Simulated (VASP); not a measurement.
A run of VASP 6.6.1 is set up as follows.

File INCAR:

```
SYSTEM = BP
  ALGO = Normal
  EDIFF = 1E-6
  ENCUT = 520
  GGA = PE
  ISIF = 2
  ISMEAR = 0
  LASPH = .TRUE.
  LCHARG = .TRUE.
  LELF = .TRUE.
  LREAL = .FALSE.
  LVHAR = .TRUE.
  LWAVE = .FALSE.
  NBANDS = 11
  NELM = 80
  PREC = Accurate
  SIGMA = 0.02
```

KPOINTS

```
k-points
0
G
  10 10 10
  0 0 0
```

POSCAR

```
BP
1.0
    0.0000000000      2.2690000000      2.2690000000
    2.2690000000      0.0000000000      2.2690000000
    2.2690000000      2.2690000000      0.0000000000
P B
1 1
Direct
    0.7500000000      0.7500000000      0.7500000000
    0.0000000000      0.0000000000      0.0000000000
```

Potentials or basis: VASP PAW PBE potentials, release 64 (P, B).

Launch:

```console
$ cat potpaw_PBE.64/P/POTCAR potpaw_PBE.64/B/POTCAR > POTCAR
$ mpirun -np 1 vasp_std > vasp.out
```

Problem. Predict the band gap on the k mesh.

Solution. 1.24 eV, indirect (least direct gap 3.40 eV).

Problem. What does it give for the pressure?

Solution. 0.9 GPa.

A k mesh can miss the band edges.
